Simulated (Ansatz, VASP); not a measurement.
PbSe: VASP beside Ansatz

Contents of INCAR:

```
SYSTEM = PbSe
ALGO     = Normal         ! electronic algorithm
EDIFF    = 1E-6           ! SCF threshold, eV
ENCUT    = 500            ! plane-wave cutoff, eV
GGA      = RE             ! functional
GGA_COMPAT= .False.      
ISIF     = 2              ! what is computed and relaxed
ISMEAR   = 0              ! smearing method
IVDW     = 13             ! dispersion correction
LASPH    = .True.         ! aspherical terms in the spheres
LCHARG   = .False.        ! write CHGCAR
LREAL    = .False.        ! projectors in reciprocal space
LWAVE    = .False.        ! write WAVECAR
NBANDS   = 17             ! bands
NELM     = 120            ! most SCF steps
PREC     = Accurate       ! precision mode
SIGMA    = 0.05           ! smearing width, eV
```

File KPOINTS:

```
k-points
0
Gamma
  6 6 6
  0 0 0
```

The input POSCAR:

```
PbSe
1.0
    0.0000000000      3.0865358290      3.0865358290
    3.0865358290      0.0000000000      3.0865358290
    3.0865358290      3.0865358290      0.0000000000
Pb Se
1 1
Direct
    0.5000000000      0.5000000000      0.5000000000
    0.0000000000      0.0000000000      0.0000000000
```

Input for Ansatz:

```yaml
crystal:
  lattice:
    - [0.0, 3.086535829, 3.086535829]
    - [3.086535829, 0.0, 3.086535829]
    - [3.086535829, 3.086535829, 0.0]
  atoms:
    - { symbol: Pb, position: [0.5, 0.5, 0.5] }
    - { symbol: Se, position: [0.0, 0.0, 0.0] }
basis:
  ecutwfc: 420
  ecutrho_ratio: 4
kpoints:
  mp_grid: { grid: [6, 6, 6] }
hamiltonian:
  xc: revpbe
  dispersion: d4
scf:
  occupations: { method: gaussian, width: 0.05 }
output:
  forces: true
  stress: true
  eigenvalues: true
```

Alike in both runs: task single point; functional revPBE; dispersion D4; k mesh 6 × 6 × 6; occupations gaussian, width 0.05 eV; no spin polarisation.

|  | VASP | Ansatz |
| --- | --- | --- |
| version | VASP 6.6.1 | Ansatz 0.2.0 |
| potentials or method | VASP PAW PBE potentials, release 64 (Pb_d, Se), cutoff 500 eV | scalar-relativistic, plane waves, PAW |
| valence electrons in the cell | 20 | 30 |

|  | VASP | Ansatz | Ansatz less VASP |
| --- | --- | --- | --- |
| gap on the k mesh at the Fermi level (eV) | 0.44 | 0.43 | -0.005 |
| least direct gap on the mesh (eV) | 0.44 | 0.43 | -0.005 |
| pressure (GPa) | -0.9 | -0.8 | +0.02 |

VASP's potentials were made for PBE, not for revPBE. VASP's potentials hold 20 valence electrons a cell and Ansatz's 30, so a difference there can come from the potentials and not from the codes. Ansatz's warnings: dispersion switch in reach.

Spin-orbit coupling is off throughout.
